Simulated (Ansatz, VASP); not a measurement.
## CdS: VASP beside Ansatz

The input INCAR:

```
ALGO = Normal
EDIFF = 1E-6
ENCUT = 520
GGA = PE
ISIF = 2
ISMEAR = 0
LASPH = T
LCHARG = F
LREAL = F
LWAVE = F
NBANDS = 26
NELM = 60
PREC = Accurate
SIGMA = 0.02
```

Contents of KPOINTS:

```
k-points
0
Gamma
  6 6 4
```

Contents of POSCAR:

```
CdS
1.0
    4.1969590873      0.0000000000      0.0000000000
   -2.0984795437      3.6346731883      0.0000000000
    0.0000000000      0.0000000000      6.8279106676
Cd S
2 2
Direct
    0.3333333333      0.6666666667     -0.0008015542
    0.6666666667      0.3333333333      0.4991984458
    0.3333333333      0.6666666667      0.3758015542
    0.6666666667      0.3333333333      0.8758015542
```

Input for Ansatz:

```yaml
crystal:
  lattice:
    - [4.1969590873, 0.0, 0.0]
    - [-2.0984795437, 3.6346731883, 0.0]
    - [0.0, 0.0, 6.8279106676]
  atoms:
    - { symbol: Cd, position: [0.3333333333, 0.6666666667, -0.0008015542] }
    - { symbol: Cd, position: [0.6666666667, 0.3333333333, 0.4991984458] }
    - { symbol: S, position: [0.3333333333, 0.6666666667, 0.3758015542] }
    - { symbol: S, position: [0.6666666667, 0.3333333333, 0.8758015542] }
basis:
  ecutwfc: 420
kpoints:
  mp_grid: { grid: [6, 6, 4] }
hamiltonian:
  xc: pbe
scf:
  occupations: { method: gaussian, width: 0.02 }
output:
  forces: false
  stress: false
  eigenvalues: true
  eigenstates:
    kpoints:
      - [0.0, 0.0, 0.0]
      - [0.013359336, -0.006679668, 0.0]
      - [-0.013359336, 0.006679668, 0.0]
      - [0.0, 0.011569524, 0.0]
      - [0.0, -0.011569524, 0.0]
      - [0.0, 0.0, 0.021733915]
      - [0.0, 0.0, -0.021733915]
      - [0.009446477, 0.003457651, 0.0]
      - [-0.009446477, -0.003457651, 0.0]
      - [0.009446477, -0.004723238, 0.015368198]
      - [-0.009446477, 0.004723238, -0.015368198]
      - [0.0, 0.008180889, 0.015368198]
      - [0.0, -0.008180889, -0.015368198]
      - [0.007713016, 0.00282316, 0.012548081]
      - [-0.007713016, -0.00282316, -0.012548081]
      - [0.0, 0.0, 0.0]
      - [0.013359336, -0.006679668, 0.0]
      - [-0.013359336, 0.006679668, 0.0]
      - [0.0, 0.011569524, 0.0]
      - [0.0, -0.011569524, 0.0]
      - [0.0, 0.0, 0.021733915]
      - [0.0, 0.0, -0.021733915]
      - [0.009446477, 0.003457651, 0.0]
      - [-0.009446477, -0.003457651, 0.0]
      - [0.009446477, -0.004723238, 0.015368198]
      - [-0.009446477, 0.004723238, -0.015368198]
      - [0.0, 0.008180889, 0.015368198]
      - [0.0, -0.008180889, -0.015368198]
      - [0.007713016, 0.00282316, 0.012548081]
      - [-0.007713016, -0.00282316, -0.012548081]
    e_range: [-2.611665, 2.611665]
checkpoint:
  read: start.run
  write: ck
  compress: false
  write_wavefunctions: false
  write_every: 100000
```

Alike in both runs: task single point; functional PBE; k mesh 6 × 6 × 4; occupations gaussian, width 0.02 eV; no spin polarisation.

|  | VASP | Ansatz |
| --- | --- | --- |
| version | VASP 6.6.1 | Ansatz 0.2.0 |
| potentials or method | VASP PAW PBE potentials, release 64 (Cd, S), cutoff 520 eV | scalar-relativistic, plane waves, PAW |
| valence electrons in the cell | 36 | 52 |

```tsv
	VASP	Ansatz	Ansatz less VASP
gap on the k mesh at the Fermi level (eV)	1.11	1.11	-0.001
least direct gap on the mesh (eV)	1.11	1.11	-0.001
```

VASP's potentials hold 36 valence electrons a cell and Ansatz's 52, so a difference there can come from the potentials and not from the codes.
